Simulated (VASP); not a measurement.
# BeS (F-43m) in VASP: notebook

Runs on BeS. Level: PBE. Tasks: single point.

Everything below comes from runs of VASP 6.6.1. Logs are shortened: lines on timing, memory, paths and dates and some standing lists are left out, and cuts for length are marked.

### Step 1. The cell of the first run

The structure is cubic, space group F-43m (No. 216). The conventional cell has a = 4.850 Å, b = 4.850 Å, c = 4.850 Å, α = 90.00°, β = 90.00°, γ = 90.00°. Within 2.8 Å of Be (site symmetry -43m) lie 4 S at 2.10 Å. S (site symmetry -43m) has 4 Be at 2.10 Å within 2.8 Å.

### Step 2. Single point, PBE

File INCAR:

```
PREC     = Accurate       # precision mode
ENCUT    = 520            # plane-wave cutoff, eV
EDIFF    = 1E-7           # SCF threshold, eV
ISMEAR   = -1             # smearing method
SIGMA    = 0.02           # smearing width, eV
LREAL    = False          # projectors in reciprocal space
LASPH    = True           # aspherical terms in the spheres
NELM     = 100            # most SCF steps
ALGO     = Normal         # electronic algorithm
ISIF     = 2              # what is computed and relaxed
LWAVE    = False          # write WAVECAR
LCHARG   = False          # write CHGCAR
GGA      = PE             # functional
NBANDS   = 11             # bands
```

File KPOINTS:

```
Automatic mesh
0
Gamma
  3 3 3
```

File POSCAR:

```
BeS
1.0
    0.0000000000      2.4250000000      2.4250000000
    2.4250000000      0.0000000000      2.4250000000
    2.4250000000      2.4250000000      0.0000000000
Be S
1 1
Direct
    0.0000000000      0.0000000000      0.0000000000
    0.7500000000      0.7500000000      0.7500000000
```

Potentials or basis: VASP PAW PBE potentials, release 64 (Be, S).

Command:

```bash
> cat potpaw_PBE.64/Be/POTCAR potpaw_PBE.64/S/POTCAR > POTCAR
> mpirun -np 1 vasp_std > vasp.out
```

OUTCAR:

```text
PREC = Accurate
   ENCUT = 520
   EDIFF = 1E-7
   ISMEAR = -1
   LREAL = False
   LASPH = True
   NELM = 100
   ISIF = 2
   GGA = PE

 ion  position               nearest neighbor table
   1  0.000  0.000  0.000-   2 2.10   2 2.10   2 2.10   2 2.10
   2  0.750  0.750  0.750-   1 2.10   1 2.10   1 2.10   1 2.10

  LATTYP: Found a face centered cubic cell.
 ALAT       =     4.8500000000

  Lattice vectors:

 A1 = (   0.0000000000,   2.4250000000,   2.4250000000)
 A2 = (   2.4250000000,   0.0000000000,   2.4250000000)
 A3 = (   2.4250000000,   2.4250000000,   0.0000000000)

Analysis of symmetry for initial positions (statically):
=====================================================================
 Subroutine PRICEL returns:
 Original cell was already a primitive cell.

 Routine SETGRP: Setting up the symmetry group for a
 face centered cubic supercell.

 Subroutine GETGRP returns: Found 24 space group operations
 (whereof 24 operations were pure point group operations)
 out of a pool of 48 trial point group operations.

The static configuration has the point symmetry T_d .

Analysis of symmetry for dynamics (positions and initial velocities):
=====================================================================
 Subroutine PRICEL returns:
 Original cell was already a primitive cell.

 Routine SETGRP: Setting up the symmetry group for a
 face centered cubic supercell.

 Subroutine GETGRP returns: Found 24 space group operations
 (whereof 24 operations were pure point group operations)
 out of a pool of 48 trial point group operations.

The dynamic configuration has the point symmetry T_d .

 Subroutine INISYM returns: Found 24 space group operations
 (whereof 24 operations are pure point group operations),
 and found     1 'primitive' translations

----------------------------------------------------------------------------------------

                                     Primitive cell

  volume of cell :      28.5210

  direct lattice vectors                    reciprocal lattice vectors
     0.000000000  2.425000000  2.425000000    -0.206185567  0.206185567  0.206185567
     2.425000000  0.000000000  2.425000000     0.206185567 -0.206185567  0.206185567
     2.425000000  2.425000000  0.000000000     0.206185567  0.206185567 -0.206185567

  length of vectors
     3.429467889  3.429467889  3.429467889     0.357123878  0.357123878  0.357123878

  position of ions in fractional coordinates (direct lattice)
     0.000000000  0.000000000  0.000000000
     0.750000000  0.750000000  0.750000000

  ion indices of the primitive-cell ions
   primitive index   ion index
                 1           1
                 2           2

----------------------------------------------------------------------------------------

 KPOINTS: Automatic mesh

Automatic generation of k-mesh.
 Grid dimensions read from file:
 generate k-points for:    3    3    3

 Generating k-lattice:

  Cartesian coordinates                     Fractional coordinates (reciprocal lattice)
    -0.068728522  0.068728522  0.068728522     0.333333333  0.000000000  0.000000000
     0.068728522 -0.068728522  0.068728522     0.000000000  0.333333333  0.000000000
     0.068728522  0.068728522 -0.068728522     0.000000000  0.000000000  0.333333333

  Length of vectors
     0.119041293  0.119041293  0.119041293

  Shift w.r.t. Gamma in fractional coordinates (k-lattice)
     0.000000000  0.000000000  0.000000000

 Subroutine IBZKPT returns following result:
 ===========================================

 Found      4 irreducible k-points:

 Following reciprocal coordinates:
            Coordinates               Weight
  0.000000  0.000000  0.000000      1.000000
  0.333333  0.000000  0.000000      8.000000
  0.333333  0.333333  0.000000      6.000000
 -0.333333  0.333333  0.000000     12.000000
   k-points           NKPTS =      4   k-points in BZ     NKDIM =      4   number of bands    NBANDS=     11
   number of dos      NEDOS =    301   number of ions     NIONS =      2
   total plane-waves  NPLWV =  21952
   dimension x,y,z NGX =    28 NGY =   28 NGZ =   28
   dimension x,y,z NGXF=    56 NGYF=   56 NGZF=   56
   ions per type =               1   1
   NGX,Y,Z   is equivalent  to a cutoff of  13.57, 13.57, 13.57 a.u.
   NGXF,Y,Z  is equivalent  to a cutoff of  27.15, 27.15, 27.15 a.u.
 SYSTEM =  unknown system
   PREC   = accura    normal or accurate (medium, high low for compatibility)
   ISTART =      0    job   : 0-new  1-cont  2-samecut
   ICHARG =      2    charge: 1-file 2-atom 10-const
   ISPIN  =      1    spin polarized calculation?
   LNONCOLLINEAR =      F non collinear calculations
   LSORBIT =      F    spin-orbit coupling
   LASPH  =      T    aspherical Exc in radial PAW
   ENCUT  =  520.0 eV  38.22 Ry    6.18 a.u.   6.38  6.38  6.38*2*pi/ulx,y,z
   NELM   =    100;   NELMIN=  2; NELMDL= -5     # of ELM steps
   EDIFF  = 0.1E-06   stopping-criterion for ELM
   LREAL  =      F    real-space projection
   EDIFFG = 0.1E-05   stopping-criterion for IOM
   NSW    =      0    number of steps for IOM
   IBRION =     -1    ionic relax: 0-MD 1-quasi-New 2-CG
   NFREE  =      0    steps in history (QN), initial steepest desc. (CG)
   ISIF   =      2    stress and relaxation
   ISYM   =      2    0-nonsym 1-usesym 2-fastsym
   POTIM  = 0.5000    time-step for ionic-motion
   TEBEG  =    0.0;   TEEND  =   0.0 temperature during run
   PSTRESS=    0.0 pullay stress
   NELECT =       8.0000    total number of electrons
   NUPDOWN=      -1.0000    fix difference up-down
   EMIN   =  10.00;   EMAX   =-10.00  energy-range for DOS
   EFERMI =   0.00;   METHOD = LEGACY
   ISMEAR =    -1;   SIGMA  =   0.02  broadening in eV -4-tet -1-fermi 0-gaus
   EFERMI_NEDOS =   21; number of points for ismear=-14 and -15
   IALGO  =     38    algorithm
   IMIX   =      4    mixing-type and parameters
     AMIX     =   0.40;   BMIX     =  1.00
     AMIX_MAG =   1.60;   BMIX_MAG =  1.00
  volume/ion in A,a.u.               =      14.26        96.23
  Fermi-wavevector in a.u.,A,eV,Ry     =   1.071642  2.025110 15.625158  1.148417
  Thomas-Fermi vector in A             =   2.207388
   LORBIT       =      0    0 simple, 1 ext, 2 COOP (PROOUT), +10 PAW based schemes
   GGA     = PE    functional components
   LHFCALC =     F    Hartree Fock is set to
   AEXX    =    0.0000 exact exchange contribution
   IVDW    =     0    specifies the selected vdW correction
   LEPSILON=     F    determine dielectric tensor
   LRPA    =     F    only Hartree local field effects (RPA)
 non-spin polarized calculation
  energy-cutoff  :      520.00
  volume of cell :       28.52
 maximum number of plane-waves:       776
 NGX is ok and might be reduce to    28
   NGX = 13   NGY = 13   NGZ = 13

 number of electron       7.9999999 magnetization

 Free energy of the ion-electron system (eV)
  ---------------------------------------------------
  ext. energy  EPLUGINS =         0.00000000
  ---------------------------------------------------
  free energy    TOTEN  =        -9.76485624 eV

  energy without entropy =       -9.76485624  energy(sigma->0) =       -9.76485624

 E-fermi :   4.7366     XC(G=0):  -9.6956

 val. band max:        4.2569499777   @ k =   0.0000   0.0000   0.0000
 cond. band min:       8.0516408493   @ k =   0.3333   0.3333   0.0000
 fundamental gap:      3.7946908717
 Fermi energy:         4.7366284033

 k-point     1 :       0.0000    0.0000    0.0000
  band No.  band energies     occupation
      1      -9.4423      2.00000
      2       4.2569      2.00000
      3       4.2569      2.00000
      4       4.2569      2.00000
      5       9.8743      0.00000
      6       9.8743      0.00000
      7       9.8743      0.00000
      8      10.1273      0.00000
      9      17.0308      0.00000
     10      17.0308      0.00000
     11      19.0796      0.00000

 k-point     2 :       0.3333    0.0000    0.0000
  band No.  band energies     occupation
      1      -8.3497      2.00000
      2      -0.3283      2.00000
      3       3.4200      2.00000
      4       3.4200      2.00000
      5       9.7398      0.00000
      6      10.8690      0.00000
      7      10.8690      0.00000
      8      14.6402      0.00000
      9      16.8496      0.00000
     10      16.8496      0.00000
     11      18.4722      0.00000

 k-point     3 :       0.3333    0.3333    0.0000
  band No.  band energies     occupation
      1      -7.9855      2.00000
      2       0.3846      2.00000
      3       2.0730      2.00000
      4       2.0730      2.00000
      5       8.0516      0.00000
      6       9.8397      0.00000
      7      14.5614      0.00000
      8      14.5614      0.00000
      9      17.2342      0.00000
     10      19.2479      0.00000
     11      21.8409      0.00000

 k-point     4 :      -0.3333    0.3333    0.0000
  band No.  band energies     occupation
      1      -7.3872      2.00000
      2      -0.3513      2.00000
      3       0.1301      2.00000
      4       2.3699      2.00000
      5       9.0537      0.00000
      6      13.3092      0.00000
      7      13.7775      0.00000
      8      14.7828      0.00000
      9      15.3072      0.00000
     10      16.7209      0.00000
     11      22.4122      0.00000

------------------------ aborting loop because EDIFF is reached ----------------------------------------

  FORCE on cell =-STRESS in cart. coord.  units (eV):
  Direction    XX          YY          ZZ          XY          YZ          ZX
  --------------------------------------------------------------------------------------
  -------------------------------------------------------------------------------------
  Total        0.6694062      0.6694062      0.6694062      0.0000000     -0.0000000      0.0000000
  in kB       37.6040928     37.6040928     37.6040928      0.0000000     -0.0000000      0.0000000
  external PRESSURE =      37.6040928 kB  Pullay stress =       0.0000000 kB

 VOLUME and BASIS-vectors are now :
 -----------------------------------------------------------------------------
  energy-cutoff  :      520.00
  volume of cell :       28.52
      direct lattice vectors                 reciprocal lattice vectors
     0.000000000  2.425000000  2.425000000    -0.206185567  0.206185567  0.206185567
     2.425000000  0.000000000  2.425000000     0.206185567 -0.206185567  0.206185567
     2.425000000  2.425000000  0.000000000     0.206185567  0.206185567 -0.206185567

 POSITION                                       TOTAL-FORCE (eV/Angst)
 -----------------------------------------------------------------------------------
      0.00000      0.00000      0.00000         0.000000      0.000000     -0.000000
      3.63750      3.63750      3.63750        -0.000000     -0.000000      0.000000
 -----------------------------------------------------------------------------------
    total drift:                               -0.000000     -0.000000     -0.000000

  FREE ENERGIE OF THE ION-ELECTRON SYSTEM (eV)
  ---------------------------------------------------
  free  energy   TOTEN  =        -9.7648562375 eV

  energy  without entropy=       -9.7648562375  energy(sigma->0) =       -9.76485624
```

Wall time 3.2 s (1 thread of Intel Xeon Platinum 8488C (Sapphire Rapids), shared host); peak memory 0.14 GiB.

What came out:

```yaml
Free_energy: -9.7649 eV
Pressure: 3.8 GPa
Band_gap_on_the_k_mesh: 3.79 eV, indirect (least direct gap 5.62 eV)
```

Caveat: the k points lie up to 0.75 Å⁻¹ apart. A k mesh can miss the band edges.

### Step 3. Single point, PBE

File INCAR:

```
SYSTEM = BeS
ALGO = Normal
EDIFF = 1E-6
ENCUT = 520
GGA = PE
ISIF = 2
ISMEAR = -1
LASPH = .True.
LCHARG = .True.
LELF = .True.
LREAL = .False.
LVHAR = .True.
LWAVE = .False.
NBANDS = 11
NELM = 100
PREC = Accurate
SIGMA = 0.02
```

File KPOINTS:

```
k-points
0
Gamma
  4 4 4
  0 0 0
```

POSCAR is that of step 2.

Potentials or basis: VASP PAW PBE potentials, release 64 (Be, S).

Command:

```bash
> cat potpaw_PBE.64/Be/POTCAR potpaw_PBE.64/S/POTCAR > POTCAR
> mpirun -np 1 vasp_std > vasp.out
```

Run time: 4.4 s. Hardware: 1 thread of Intel Xeon Platinum 8488C (Sapphire Rapids), shared host; peak memory 0.14 GiB.

It converged, with:

```yaml
Free_energy: -9.9605 eV
Pressure: 2.1 GPa
Band_gap_on_the_k_mesh: 3.10 eV, indirect (least direct gap 5.66 eV)
```

Levels at points of the mesh, in eV from the valence-band top:
| k point | band 1 | band 2 | band 3 | band 4 | band 5 | band 6 | band 7 | band 8 |
| --- | --- | --- | --- | --- | --- | --- | --- | --- |
| (0.00, 0.00, 0.00) | -13.69 | 0.00 | 0.00 | 0.00 | 5.66 | 5.66 | 5.66 | 5.88 |
| (0.50, 0.00, 0.00) | -12.08 | -5.80 | -1.04 | -1.04 | 5.47 | 6.55 | 6.55 | 11.20 |
| (0.50, 0.50, 0.00) | -11.54 | -5.03 | -2.65 | -2.65 | 3.10 | 4.90 | 12.77 | 12.77 |

Caveat: the k points lie up to 0.56 Å⁻¹ apart.

### Step 4. Single point, PBE

File INCAR:

```
  PREC = Accurate
  ENCUT = 520
  EDIFF = 1E-6
  ISMEAR = -1
  SIGMA = 0.02
  LREAL = False
  LASPH = True
  NELM = 100
  ALGO = Normal
  ISIF = 2
  LWAVE = False
  LCHARG = False
  GGA = PE
  NBANDS = 11
```

File KPOINTS:

```
regular mesh
0
Gamma
  7 7 7
```

POSCAR is that of step 3.

Command:

```bash
> cat potpaw_PBE.64/Be/POTCAR potpaw_PBE.64/S/POTCAR > POTCAR
> mpirun -np 1 vasp_std > vasp.out
```

It took 5.7 s on 1 thread of Intel Xeon Platinum 8488C (Sapphire Rapids), shared host; peak memory 0.15 GiB.

The run converged. Its results:

* Free energy: -10.0104 eV
* Pressure: 1.6 GPa
* Band gap on the k mesh: 3.26 eV, indirect (least direct gap 5.67 eV)

Levels at points of the mesh, in eV from the valence-band top:
```
           k point  band 1  band 2  band 3  band 4  band 5  band 6  band 7  band 8  band 9
(0.00, 0.00, 0.00)  -13.69    0.00    0.00    0.00    5.67    5.67    5.67    5.89   12.81
```

### Step 5. Single point, PBE

File INCAR:

```
SYSTEM = BeS
  PREC = Accurate
  ENCUT = 520
  EDIFF = 1E-6
  ISMEAR = -1
  SIGMA = 0.02
  LREAL = .False.
  LASPH = .True.
  NELM = 60
  ALGO = Normal
  ISIF = 2
  LWAVE = .False.
  LCHARG = .False.
  GGA = PE
  NBANDS = 11
```

File KPOINTS:

```
Automatic mesh
0
Gamma
  13 13 13
  0 0 0
```

POSCAR is that of step 4.

Command:

```bash
> cat potpaw_PBE.64/Be/POTCAR potpaw_PBE.64/S/POTCAR > POTCAR
> mpirun -np 1 vasp_std > vasp.out
```

Wall time 17 s (1 thread of Intel Xeon Platinum 8488C (Sapphire Rapids), shared host); peak memory 0.16 GiB.

The run converged. Its results:

| Quantity | Value |
| --- | --- |
| Free energy | -10.0112 eV |
| Pressure | 1.6 GPa |
| Band gap on the k mesh | 3.16 eV, indirect (least direct gap 5.67 eV) |

Levels at points of the mesh, in eV from the valence-band top:
```
           k point  band 2  band 3  band 4  band 5  band 6  band 7
(0.00, 0.00, 0.00)    0.00    0.00    0.00    5.67    5.67    5.67
```

A k mesh can miss the band edges.

### Step 6. Summary

```csv
k mesh,gap on the mesh (eV),pressure (GPa)
3 × 3 × 3,3.79,3.8
4 × 4 × 4,3.10,2.1
7 × 7 × 7,3.26,1.6
13 × 13 × 13,3.16,1.6
```

Alike in all rows: task single point; level PBE; potentials or basis VASP PAW PBE potentials, release 64 (Be, S); no spin polarisation; cell as given; cutoff (eV) 520; smearing fermi-dirac 0.02 eV.

Caveats: some runs use coarse meshes.

Absolute energies hang on the potentials; compare differences alone.
